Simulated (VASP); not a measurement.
Set up this calculation in VASP 6.6.1, as the native input.

* Task: single point
* Functional: PBEsol
* Potentials or basis: VASP PAW PBE potentials, release 64 (In_d, Au)
* Cutoff: 520 eV
* k mesh: 6 × 6 × 6
* Occupations: fermi-dirac, width 0.1 eV
* Spin: no spin polarisation
* Dipole correction: no
* Further INCAR settings: ALGO = Normal; EDIFF = 1e-06; NBANDS = 26

The structure of In2Au lies in POSCAR:

```
In2Au
1.0
    0.0000000000      3.2510000000      3.2510000000
    3.2510000000      0.0000000000      3.2510000000
    3.2510000000      3.2510000000      0.0000000000
In Au
2 1
Direct
    0.2500000000      0.2500000000      0.2500000000
    0.7500000000      0.7500000000      0.7500000000
    0.0000000000      0.0000000000      0.0000000000
```

These files were run (other wordings do the same):

INCAR

```
SYSTEM = In2Au
PREC = Accurate
ENCUT = 520
EDIFF = 1E-6
ISMEAR = -1
SIGMA = 0.1
LREAL = .FALSE.
LASPH = .TRUE.
NELM = 80
ALGO = Normal
ISIF = 2
LWAVE = .FALSE.
LCHARG = .FALSE.
GGA = PS
NBANDS = 26
```

KPOINTS

```
regular mesh
0
G
  6 6 6
  0 0 0
```

Potentials or basis: VASP PAW PBE potentials, release 64 (In_d, Au).

Launch:

```sh
$ cat potpaw_PBE.64/In_d/POTCAR potpaw_PBE.64/Au/POTCAR > POTCAR
$ mpirun -np 1 vasp_std > vasp.out
```

Results of the run:

The pressure is 1.5 GPa.

Caveat: the PAW data sets were made with another functional, which shifts forces and pressure a little.

Wall time 20 s on 1 thread of Intel(R) Xeon(R) Platinum 8488C (Sapphire Rapids), with other jobs on the host, peak memory 0.21 GiB.
